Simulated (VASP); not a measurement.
Wanted: the native input for a VASP 6.6.1 run.

```yaml
Task: single point
Functional: PBE
Potentials_or_basis: VASP PAW PBE potentials, release 64 (Mg, O, H)
Cutoff: 520 eV
k_mesh: 2 × 2 × 1
Occupations: gaussian, width 0.05 eV
Spin: no spin polarisation
Dipole_correction: no
Further_INCAR_settings: LREAL = Auto; ALGO = Normal; EDIFF = 1e-07; NBANDS = 68
```

The structure of Mg6HO6 lies in POSCAR:

```
Mg6HO6
1.0
    5.3245140000      0.0000000000      0.0000000000
    2.6622570000      4.6111640000      0.0000000000
    0.0000000000      0.0000000000     17.4343090000
Mg O H
12 12 2
Direct
    0.0000000000      0.0000000000      0.0573581666
    0.0000000939      0.5000000000      0.0573581666
    0.5000000000      0.0000000000      0.0573581666
    0.5000000939      0.5000000000      0.0573581666
    0.6672675045      0.6664633919      0.2004565251
    0.6670931642      0.1636562916      0.2005056811
    0.1653935384      0.6659544098      0.2002822710
    0.1675667416      0.1652415746      0.2006486176
    0.3348695504      0.3348787855      0.3466281342
    0.3310231853      0.8271603439      0.3464210139
    0.8330720668      0.3282192956      0.3435191495
    0.8289803329      0.8308715543      0.3557443544
    0.3333332033      0.8333334056      0.1196985782
    0.3333332972      0.3333334056      0.1196985782
    0.8333332033      0.8333334056      0.1196985782
    0.8333332972      0.3333334056      0.1196985782
   -0.0004699242      0.4994157657      0.2691487228
    0.0002090982     -0.0027331494      0.2683182339
    0.4998229290      0.4985990522      0.2668732670
    0.5010673045      0.9968602288      0.2701562190
    0.6632515431      0.1793898460      0.4166440436
    0.6611089818      0.6560313188      0.4151007075
    0.1657067242      0.1652981763      0.4092434636
    0.1742150163      0.6620276355      0.4175194440
    0.1787492972      0.1585935785      0.4643250845
    0.6380162092      0.5294953725      0.4517279119
```

One way to write it, as run:

INCAR

```
PREC     = Accurate       # precision mode
ENCUT    = 520            # plane-wave cutoff, eV
EDIFF    = 1E-7           # SCF threshold, eV
ISMEAR   = 0              # smearing method
SIGMA    = 0.05           # smearing width, eV
LREAL    = Auto         
LASPH    = T              # aspherical terms in the spheres
NELM     = 60             # most SCF steps
ALGO     = Normal         # electronic algorithm
ISIF     = 2              # what is computed and relaxed
LWAVE    = F              # write WAVECAR
LCHARG   = F              # write CHGCAR
GGA      = PE             # functional
NBANDS   = 68             # bands
```

KPOINTS

```
regular mesh
0
Gamma
  2 2 1
```

Potentials or basis: VASP PAW PBE potentials, release 64 (Mg, O, H).

Launch:

```console
$ cat potpaw_PBE.64/Mg/POTCAR potpaw_PBE.64/O/POTCAR potpaw_PBE.64/H/POTCAR > POTCAR
$ mpirun -np 1 vasp_std > vasp.out
```

Results of the run:

The largest force is 2.602 eV/Å and the band gap on the k mesh is zero (bands 49 and 50 overlap by 0.31 eV).

Caveat: the k points lie up to 0.68 Å⁻¹ apart; there is no dipole correction, which matters where the two faces differ.

It took 5.6 min on 1 thread of Intel(R) Xeon(R) Platinum 8375C CPU @ 2.90GHz (Ice Lake), on a shared host, peak memory 0.51 GiB.
